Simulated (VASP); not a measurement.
# NiSb (P6_3/mmc) in VASP: a series of runs

NiSb is run at these levels: PBE+D3(BJ); tasks: single point, relaxation of cell and atoms.

All numbers are computed with VASP 6.6.1; they aren't measurements. Logs are shortened: lines on timing, memory, paths and dates and some standing lists are left out, and cuts for length are marked.

## 1. The cell of the first run

The structure is hexagonal, space group P6_3/mmc (No. 194). The conventional cell has a = 3.920 Å, b = 3.920 Å, c = 5.102 Å, α = 90.00°, β = 90.00°, γ = 120.00°. Within 3.4 Å of Ni (site symmetry -3m) lie 2 Ni at 2.55 Å and 6 Sb at 2.60 Å. Within 3.5 Å of Sb (site symmetry -6m2) lie 6 Ni at 2.60 Å and 6 Sb at 3.41 Å.

## 2. Single point, PBE+D3(BJ)

INCAR

```
PREC = Accurate
ENCUT = 520
EDIFF = 1E-7
ISMEAR = 0
SIGMA = 0.1
LREAL = F
LASPH = T
NELM = 100
ALGO = Normal
ISIF = 2
LWAVE = F
LCHARG = F
GGA = PE
IVDW = 12
NBANDS = 23
```

KPOINTS

```
regular mesh
0
Gamma
  12 12 8
```

POSCAR

```
NiSb
1.0
    3.9198544934      0.0000000000      0.0000000000
   -1.9599272467      3.3946935704      0.0000000000
    0.0000000000      0.0000000000      5.1017025012
Ni Sb
2 2
Direct
    0.0000000000      0.0000000000      0.0000000000
    0.0000000000      0.0000000000      0.5000000000
    0.3333333333      0.6666666667      0.2500000000
    0.6666666667      0.3333333333      0.7500000000
```

Potentials or basis: VASP PAW PBE potentials, release 64 (Ni, Sb).

Run with:

```bash
cat potpaw_PBE.64/Ni/POTCAR potpaw_PBE.64/Sb/POTCAR > POTCAR
mpirun -np 1 vasp_std > vasp.out
```

OUTCAR:

```text
PREC = Accurate
   ENCUT = 520
   EDIFF = 1E-7
   ISMEAR = 0
   LREAL = F
   LASPH = T
   NELM = 100
   ISIF = 2
   GGA = PE
   IVDW = 12
 IVDW          = 12

 ion  position               nearest neighbor table
   1  0.000  0.000  0.000-   2 2.55   2 2.55   4 2.60   3 2.60   3 2.60   4 2.60   4 2.60   3 2.60

   2  0.000  0.000  0.500-   1 2.55   1 2.55   4 2.60   3 2.60   3 2.60   4 2.60   4 2.60   3 2.60

   3  0.333  0.667  0.250-   1 2.60   2 2.60   1 2.60   2 2.60   1 2.60   2 2.60   4 3.41   4 3.41
                             4 3.41   4 3.41   4 3.41   4 3.41
   4  0.667  0.333  0.750-   1 2.60   2 2.60   1 2.60   2 2.60   1 2.60   2 2.60   3 3.41   3 3.41
                             3 3.41   3 3.41   3 3.41   3 3.41

  LATTYP: Found a hexagonal cell.
 ALAT       =     3.9198544934
 C/A-ratio  =     1.3015030302

  Lattice vectors:

 A1 = (   3.9198544934,   0.0000000000,   0.0000000000)
 A2 = (  -1.9599272467,   3.3946935704,   0.0000000000)
 A3 = (   0.0000000000,   0.0000000000,   5.1017025012)

Analysis of symmetry for initial positions (statically):
=====================================================================
 Subroutine PRICEL returns:
 Original cell was already a primitive cell.

 Routine SETGRP: Setting up the symmetry group for a
 hexagonal supercell.

 Subroutine GETGRP returns: Found 24 space group operations
 (whereof 12 operations were pure point group operations)
 out of a pool of 24 trial point group operations.

The static configuration has the point symmetry D_3d.
 The point group associated with its full space group is D_6h.

Analysis of symmetry for dynamics (positions and initial velocities):
=====================================================================
 Subroutine PRICEL returns:
 Original cell was already a primitive cell.

 Routine SETGRP: Setting up the symmetry group for a
 hexagonal supercell.

 Subroutine GETGRP returns: Found 24 space group operations
 (whereof 12 operations were pure point group operations)
 out of a pool of 24 trial point group operations.

The dynamic configuration has the point symmetry D_3d.
 The point group associated with its full space group is D_6h.

 Subroutine INISYM returns: Found 24 space group operations
 (whereof 12 operations are pure point group operations),
 and found     1 'primitive' translations

----------------------------------------------------------------------------------------

                                     Primitive cell

  volume of cell :      67.8868

  direct lattice vectors                    reciprocal lattice vectors
     3.919854493  0.000000000  0.000000000     0.255111510  0.147288699  0.000000000
    -1.959927247  3.394693570  0.000000000     0.000000000  0.294577398  0.000000000
     0.000000000  0.000000000  5.101702501     0.000000000  0.000000000  0.196012998

  length of vectors
     3.919854493  3.919854493  5.101702501     0.294577398  0.294577398  0.196012998

  position of ions in fractional coordinates (direct lattice)
     0.000000000  0.000000000  0.000000000
     0.000000000  0.000000000  0.500000000
     0.333333333  0.666666667  0.250000000
     0.666666667  0.333333333  0.750000000

  ion indices of the primitive-cell ions
   primitive index   ion index
                 1           1
                 2           2
                 3           3
                 4           4

----------------------------------------------------------------------------------------

 KPOINTS: regular mesh

Automatic generation of k-mesh.
 Grid dimensions read from file:
 generate k-points for:   12   12    8

 Generating k-lattice:

  Cartesian coordinates                     Fractional coordinates (reciprocal lattice)
     0.021259293  0.012274058  0.000000000     0.083333333  0.000000000  0.000000000
     0.000000000  0.024548117  0.000000000     0.000000000  0.083333333  0.000000000
     0.000000000  0.000000000  0.024501625     0.000000000  0.000000000  0.125000000

  Length of vectors
     0.024548117  0.024548117  0.024501625

  Shift w.r.t. Gamma in fractional coordinates (k-lattice)
     0.000000000  0.000000000  0.000000000

 Subroutine IBZKPT returns following result:
 ===========================================

 Found     95 irreducible k-points:

 Following reciprocal coordinates:
            Coordinates               Weight
  0.000000  0.000000  0.000000      1.000000
  0.083333  0.000000  0.000000      6.000000
  0.166667  0.000000  0.000000      6.000000
  0.250000  0.000000  0.000000      6.000000
  0.333333 -0.000000  0.000000      6.000000
  0.416667  0.000000  0.000000      6.000000
[... 16 lines left out ...]
  0.250000  0.000000  0.125000     12.000000
  0.333333 -0.000000  0.125000     12.000000
 [... further k-points ...]
   k-points           NKPTS =     95   k-points in BZ     NKDIM =     95   number of bands    NBANDS=     23
   number of dos      NEDOS =    301   number of ions     NIONS =      4
   total plane-waves  NPLWV =  36000
   dimension x,y,z NGX =    30 NGY =   30 NGZ =   40
   dimension x,y,z NGXF=    60 NGYF=   60 NGZF=   80
   ions per type =               2   2
   NGX,Y,Z   is equivalent  to a cutoff of  12.72, 12.72, 13.03 a.u.
   NGXF,Y,Z  is equivalent  to a cutoff of  25.45, 25.45, 26.07 a.u.
 SYSTEM =  unknown system
   PREC   = accura    normal or accurate (medium, high low for compatibility)
   ISTART =      0    job   : 0-new  1-cont  2-samecut
   ICHARG =      2    charge: 1-file 2-atom 10-const
   ISPIN  =      1    spin polarized calculation?
   LNONCOLLINEAR =      F non collinear calculations
   LSORBIT =      F    spin-orbit coupling
   LASPH  =      T    aspherical Exc in radial PAW
   ENCUT  =  520.0 eV  38.22 Ry    6.18 a.u.   7.29  7.29  9.49*2*pi/ulx,y,z
   NELM   =    100;   NELMIN=  2; NELMDL= -5     # of ELM steps
   EDIFF  = 0.1E-06   stopping-criterion for ELM
   LREAL  =      F    real-space projection
   EDIFFG = 0.1E-05   stopping-criterion for IOM
   NSW    =      0    number of steps for IOM
   IBRION =     -1    ionic relax: 0-MD 1-quasi-New 2-CG
   NFREE  =      0    steps in history (QN), initial steepest desc. (CG)
   ISIF   =      2    stress and relaxation
   ISYM   =      2    0-nonsym 1-usesym 2-fastsym
   POTIM  = 0.5000    time-step for ionic-motion
   TEBEG  =    0.0;   TEEND  =   0.0 temperature during run
   PSTRESS=    0.0 pullay stress
   NELECT =      30.0000    total number of electrons
   NUPDOWN=      -1.0000    fix difference up-down
   EMIN   =  10.00;   EMAX   =-10.00  energy-range for DOS
   EFERMI =   0.00;   METHOD = LEGACY
   ISMEAR =     0;   SIGMA  =   0.10  broadening in eV -4-tet -1-fermi 0-gaus
   EFERMI_NEDOS =   21; number of points for ismear=-14 and -15
   IALGO  =     38    algorithm
   IMIX   =      4    mixing-type and parameters
     AMIX     =   0.40;   BMIX     =  1.00
     AMIX_MAG =   1.60;   BMIX_MAG =  1.00
  volume/ion in A,a.u.               =      16.97       114.53
  Fermi-wavevector in a.u.,A,eV,Ry     =   1.246962  2.356417 21.155907  1.554915
  Thomas-Fermi vector in A             =   2.381116
   LORBIT       =      0    0 simple, 1 ext, 2 COOP (PROOUT), +10 PAW based schemes
   GGA     = PE    functional components
   LHFCALC =     F    Hartree Fock is set to
   AEXX    =    0.0000 exact exchange contribution
   IVDW    =    12    specifies the selected vdW correction
   LEPSILON=     F    determine dielectric tensor
   LRPA    =     F    only Hartree local field effects (RPA)
 non-spin polarized calculation
 Gauss-broadening in eV      SIGMA  =   0.10
  energy-cutoff  :      520.00
  volume of cell :       67.89
 maximum number of plane-waves:      1855
 NGX is ok and might be reduce to    30
   NGX = 15   NGY = 15   NGZ = 19

 number of electron      30.0000035 magnetization

 Free energy of the ion-electron system (eV)
  ---------------------------------------------------
  ext. energy  EPLUGINS =         0.00000000
  ---------------------------------------------------
  free energy    TOTEN  =       -20.27874365 eV

  energy without entropy =      -20.27092809  energy(sigma->0) =      -20.27483587

 E-fermi :  10.2028     XC(G=0): -11.5700

 val. band max:       10.1982455081   @ k =   0.1667   0.0833   0.2500
 cond. band min:      10.2066090009   @ k =   0.1667   0.1667   0.3750
 fundamental gap:      0.0083634929
 Fermi energy:        10.2027553699

 k-point     1 :       0.0000    0.0000    0.0000
  band No.  band energies     occupation
      1      -2.8823      2.00000
      2       1.7484      2.00000
      3       3.8712      2.00000
      4       6.2006      2.00000
      5       6.2006      2.00000
      6       6.9733      2.00000
[... 15 lines left out ...]
     22      16.6118      0.00000
     23      18.1241      0.00000

 k-point     2 :       0.0833    0.0000    0.0000
  band No.  band energies     occupation
      1      -2.7941      2.00000
      2       1.7428      2.00000
      3       3.9702      2.00000
      4       6.1815      2.00000
      5       6.2197      2.00000
      6       6.9424      2.00000
[... 15 lines left out ...]
     22      16.7497      0.00000
     23      17.4668      0.00000

 k-point     3 :       0.1667    0.0000    0.0000
  band No.  band energies     occupation
      1      -2.5320      2.00000
      2       1.7100      2.00000
      3       4.2637      2.00000
      4       6.0718      2.00000
      5       6.2758      2.00000
      6       6.8033      2.00000
[... 15 lines left out ...]
     22      17.0445      0.00000
     23      17.2098      0.00000

 k-point     4 :       0.2500    0.0000    0.0000
  band No.  band energies     occupation
      1      -2.1040      2.00000
      2       1.5976      2.00000
      3       4.7394      2.00000
      4       5.6138      2.00000
      5       6.3623      2.00000
      6       6.6293      2.00000
[... 15 lines left out ...]
     22      16.4272      0.00000
     23      17.6052      0.00000

 k-point     5 :       0.3333   -0.0000    0.0000
  band No.  band energies     occupation
      1      -1.5291      2.00000
      2       1.3181      2.00000
      3       4.8875      2.00000
      4       5.3698      2.00000
      5       6.4611      2.00000
      6       6.6594      2.00000
[... 15 lines left out ...]
     22      16.1763      0.00000
     23      18.9802      0.00000

 k-point     6 :       0.4167    0.0000    0.0000
  band No.  band energies     occupation
      1      -0.8552      2.00000
      2       0.8165      2.00000
      3       4.3642      2.00000
      4       6.0898      2.00000
      5       6.5367      2.00000
      6       6.8058      2.00000
[... 15 lines left out ...]
     22      16.1457      0.00000
     23      20.5424      0.00000

 k-point     7 :       0.5000    0.0000    0.0000
  band No.  band energies     occupation
      1      -0.3610      2.00000
      2       0.3687      2.00000
      3       4.1910      2.00000
      4       6.5624      2.00000
      5       6.6332      2.00000
      6       6.9324      2.00000
[... 353 lines left out ...]
     22      16.4167      0.00000
     23      17.6720      0.00000

 k-point    21 :       0.0833    0.0000    0.1250
  band No.  band energies     occupation
      1      -2.7044      2.00000
      2       1.2080      2.00000
      3       4.5652      2.00000
      4       6.2596      2.00000
      5       6.2719      2.00000
      6       6.9988      2.00000
[... 15 lines left out ...]
     22      16.6560      0.00000
     23      17.0607      0.00000

 k-point    22 :       0.1667    0.0000    0.1250
  band No.  band energies     occupation
      1      -2.4436      2.00000
      2       1.2748      2.00000
      3       4.6519      2.00000
      4       6.2417      2.00000
      5       6.3243      2.00000
      6       6.8519      2.00000
[... 15 lines left out ...]
     22      16.6392      0.00000
     23      17.7782      0.00000

 k-point    23 :       0.2500    0.0000    0.1250
  band No.  band energies     occupation
      1      -2.0185      2.00000
      2       1.3092      2.00000
      3       4.7185      2.00000
      4       5.9331      2.00000
      5       6.4044      2.00000
      6       6.7200      2.00000
[... 15 lines left out ...]
     22      17.1703      0.00000
     23      17.9295      0.00000

 k-point    24 :       0.3333   -0.0000    0.1250
  band No.  band energies     occupation
      1      -1.4488      2.00000
      2       1.1863      2.00000
      3       4.5249      2.00000
      4       5.6358      2.00000
      5       6.4943      2.00000
      6       6.8890      2.00000
[... 15 lines left out ...]
     22      17.3297      0.00000
     23      19.0723      0.00000

 [... further k-points ...]

------------------------ aborting loop because EDIFF is reached ----------------------------------------

 Edisp (eV)   -2.15858

 E8    (eV) :    -0.9764

  FORCE on cell =-STRESS in cart. coord.  units (eV):
  Direction    XX          YY          ZZ          XY          YZ          ZX
  --------------------------------------------------------------------------------------
  -------------------------------------------------------------------------------------
  Total      -0.08615    -0.08615    -0.03228     0.00000    -0.00000     0.00000
  in kB      -2.03329    -2.03329    -0.76173     0.00000    -0.00000     0.00000
  external pressure =       -1.61 kB  Pullay stress =        0.00 kB

 VOLUME and BASIS-vectors are now :
 -----------------------------------------------------------------------------
  energy-cutoff  :      520.00
  volume of cell :       67.89
      direct lattice vectors                 reciprocal lattice vectors
     3.919854493  0.000000000  0.000000000     0.255111510  0.147288699  0.000000000
    -1.959927247  3.394693570  0.000000000     0.000000000  0.294577398  0.000000000
     0.000000000  0.000000000  5.101702501     0.000000000  0.000000000  0.196012998

 POSITION                                       TOTAL-FORCE (eV/Angst)
 -----------------------------------------------------------------------------------
      0.00000      0.00000      0.00000         0.000000      0.000000     -0.000000
      0.00000      0.00000      2.55085         0.000000      0.000000     -0.000000
     -0.00000      2.26313      1.27543        -0.000000      0.000000      0.000000
      1.95993      1.13156      3.82628         0.000000     -0.000000      0.000000
 -----------------------------------------------------------------------------------
    total drift:                                0.000000      0.000000     -0.000000

  FREE ENERGIE OF THE ION-ELECTRON SYSTEM (eV)
  ---------------------------------------------------
  free  energy   TOTEN  =       -22.4373187268 eV

  energy  without entropy=      -22.4295031720  energy(sigma->0) =      -22.43341095
```

It took 69 s on 1 thread of Intel Xeon 6975P-C (Granite Rapids), shared host; peak memory 0.27 GiB.

What came out:

| Quantity | Value |
| --- | --- |
| Free energy | -22.4373 eV |
| Pressure | -0.2 GPa |
| Band gap on the k mesh | zero (bands 15 and 16 overlap by 3.41 eV) |
| Dispersion energy per atom | -0.540 eV |

Caveat: spin-orbit coupling is left out, which moves the levels of the heavy elements.

(Continued in part 2 of 2.)
